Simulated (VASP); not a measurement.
Set up this calculation in VASP 6.6.1, as the native input.

```
Task                   : single point
Functional             : LDA
Potentials or basis    : VASP PAW LDA potentials, release 64 (Ba_sv, Sc_sv, O, F)
Cutoff                 : 520 eV
k mesh                 : 6 × 6 × 6
Occupations            : gaussian, width 0.05 eV
Spin                   : no spin polarisation
Dipole correction      : no
Further INCAR settings : ALGO = Normal; EDIFF = 1e-06; NBANDS = 28
```

The structure of BaScO2F lies in POSCAR:

```
BaScO2F
1.0
    4.2069470000      0.0000000000      0.0000000000
    0.0000000000      4.2069470000      0.0000000000
    0.0000000000      0.0000000000      4.1692988700
Ba Sc O F
1 1 2 1
Direct
    0.5000000000      0.5000000000      0.5000000000
    0.0000000000      0.0000000000      0.0000000000
    0.5000000000      0.0000000000      0.0000000000
    0.0000000000      0.5000000000      0.0000000000
    0.0000000000      0.0000000000      0.5000000000
```

This cell differs from its parent crystal: strain -0.0100 x Voigt [0, 0, 1, 0, 0, 0].

The input as run:

INCAR

```
SYSTEM = BaScO2F
PREC     = Accurate       ! precision mode
ENCUT    = 520            ! plane-wave cutoff, eV
EDIFF    = 1E-6           ! SCF threshold, eV
ISMEAR   = 0              ! smearing method
SIGMA    = 0.05           ! smearing width, eV
LREAL    = .False.        ! projectors in reciprocal space
LASPH    = .True.         ! aspherical terms in the spheres
NELM     = 100            ! most SCF steps
ALGO     = Normal         ! electronic algorithm
ISIF     = 2              ! what is computed and relaxed
LWAVE    = .False.        ! write WAVECAR
LCHARG   = .False.        ! write CHGCAR
GGA      = CA             ! functional
NBANDS   = 28             ! bands
```

KPOINTS

```
Automatic mesh
0
Gamma
  6 6 6
  0 0 0
```

Potentials or basis: VASP PAW LDA potentials, release 64 (Ba_sv, Sc_sv, O, F).

Run with:

```console
$ cat potpaw_LDA.64/Ba_sv/POTCAR potpaw_LDA.64/Sc_sv/POTCAR potpaw_LDA.64/O/POTCAR potpaw_LDA.64/F/POTCAR > POTCAR
$ mpirun -np 1 vasp_std > vasp.out
```

It gave:

- Pressure: -7.5 GPa
- Band gap on the k mesh: 2.91 eV, indirect (least direct gap 3.28 eV)

Caveat: the cell differs from its parent crystal (strain -0.0100 x Voigt [0, 0, 1, 0, 0, 0]); spin-orbit coupling is left out, which moves the levels of the heavy elements.

Wall time 24 s on 1 thread of Intel(R) Xeon(R) 6975P-C (Granite Rapids), on a shared host, peak memory 0.22 GiB.
